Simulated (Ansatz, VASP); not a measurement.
# Two plane-wave programs on I

Contents of INCAR:

```
SYSTEM = I
  ALGO = Normal
  EDIFF = 1E-6
  ENCUT = 500
  GGA = PS
  GGA_COMPAT = .FALSE.
  ISIF = 2
  ISMEAR = 0
  LASPH = .TRUE.
  LCHARG = .FALSE.
  LREAL = .FALSE.
  LWAVE = .FALSE.
  NBANDS = 10
  NELM = 120
  PREC = Accurate
  SIGMA = 0.1
```

KPOINTS

```
k-points
0
G
  12 12 18
  0 0 0
```

The input POSCAR:

```
I
1.0
    2.5977946561     -4.0108647113      0.0063458664
    2.5977946561      4.0108647113      0.0063458664
   -1.6528829812      0.0000000000      2.4264295780
I
1
Direct
    0.5000000000      0.5000000000      0.5000000000
```

Input for Ansatz:

```yaml
crystal:
  lattice:
    - [2.5977946561, -4.0108647113, 0.0063458664]
    - [2.5977946561, 4.0108647113, 0.0063458664]
    - [-1.6528829812, 0.0, 2.426429578]
  atoms:
    - { symbol: I, position: [0.5, 0.5, 0.5] }
basis:
  ecutwfc: 420
kpoints:
  mp_grid: { grid: [12, 12, 18] }
hamiltonian:
  xc: pbesol
scf:
  occupations: { method: gaussian, width: 0.1 }
output:
  forces: true
  stress: true
  eigenvalues: true
```

Alike in both runs: task single point; functional PBEsol; k mesh 12 × 12 × 18; occupations gaussian, width 0.1 eV; no spin polarisation.

|  | VASP | Ansatz |
| --- | --- | --- |
| version | VASP 6.6.1 | Ansatz 0.2.0 |
| potentials or method | VASP PAW PBE potentials, release 64 (I), cutoff 500 eV | scalar-relativistic, plane waves, PAW |
| valence electrons in the cell | 7 | 17 |

Ansatz gave:

```
gap on the k mesh at the Fermi level (eV)                     : none
pressure (GPa)                                                : -1.0
traceless stress, the component that is largest in VASP (GPa) : 0.62
```

Q: Estimate VASP's values.

A: gap on the k mesh at the Fermi level (eV): none; pressure (GPa): -1.0; traceless stress, the component that is largest in VASP (GPa): 0.64.

VASP's potentials were made for PBE, not for PBEsol. A gap of «none» marks a metal or a gap that the smearing closes. VASP's potentials hold 7 valence electrons a cell and Ansatz's 17, so a difference there can come from the potentials and not from the codes.

Spin-orbit coupling is off throughout.
